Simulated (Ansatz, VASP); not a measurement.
**BaS: VASP beside Ansatz**

```xyz
2
Lattice="0.0000 3.5161 3.5161 3.5161 0.0000 3.5161 3.5161 3.5161 0.0000" Properties=species:S:1:pos:R:3 pbc="T T T"
Ba    0.0000    0.0000    0.0000
S     1.7581    1.7581    1.7581
```

Alike in both runs: task single point; functional PBEsol; k mesh 9 × 9 × 9; occupations fermi-dirac, width 0.08 eV; no spin polarisation.

```csv
,VASP,Ansatz
version,VASP 6.6.1,Ansatz 0.2.0
potentials or method,"VASP PAW PBE potentials, release 64 (Ba_sv, S), cutoff 520 eV","all-electron LAPW, scalar-relativistic"
```

```csv
,VASP,Ansatz,Ansatz less VASP
pressure (GPa),-0.7,-1.1,-0.44
```

VASP's potentials were made for PBE, not for PBEsol. Ansatz ran all-electron here, and VASP with PAW potentials.

Spin-orbit coupling is off throughout.
